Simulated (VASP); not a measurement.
Here is a VASP 6.6.1 calculation.

The input INCAR:

```
PREC = Accurate ; ENCUT = 520
EDIFF = 1E-6 ; ISMEAR = -1
SIGMA = 0.05 ; LREAL = F
LASPH = T ; NELM = 100
ALGO = Normal ; ISIF = 2
LWAVE = F ; LCHARG = F
LDIPOL = T ; IDIPOL = 3
DIPOL = 0.5 0.5 0.500 ; GGA = PE
NBANDS = 48
```

KPOINTS

```
regular mesh
0
Gamma
  9 9 1
```

Contents of POSCAR:

```
Cu4Au3
1.0
    2.8000000000      0.0000000000      0.0000000000
    0.0000000000      2.8000000000      0.0000000000
    0.0000000000      0.0000000000     26.0100000000
Cu Au
4 3
Direct
    0.5000000000      0.5000000000      0.2883506344
    0.5000000000      0.5000000000      0.4294502115
    0.5000000000      0.5000000000      0.5705497885
    0.5000000000      0.5000000000      0.7116493656
    0.0000000000      0.0000000000      0.3589004229
    0.0000000000      0.0000000000      0.5000000000
    0.0000000000      0.0000000000      0.6410995771
```

Potentials or basis: VASP PAW PBE potentials, release 64 (Cu, Au).

Command:

```sh
$ cat potpaw_PBE.64/Cu/POTCAR potpaw_PBE.64/Au/POTCAR > POTCAR
$ mpirun -np 1 vasp_std > vasp.out
```

Question: What does it give for the largest force?

Answer: 0.341 eV/Å.

Question: Estimate the band gap on the k mesh.

Answer: Zero (an odd number of electrons rules out a gap without spin polarisation).

Forces on the atoms (eV/Å):
```
Cu   0.000  0.000  0.006
Cu   0.000  0.000  0.000
Cu   0.000  0.000  0.000
Cu   0.000  0.000 -0.006
Au   0.000  0.000 -0.341
Au   0.000  0.000  0.000
Au   0.000  0.000  0.341
```

Caveat: spin-orbit coupling is left out, which moves the levels of the heavy elements.
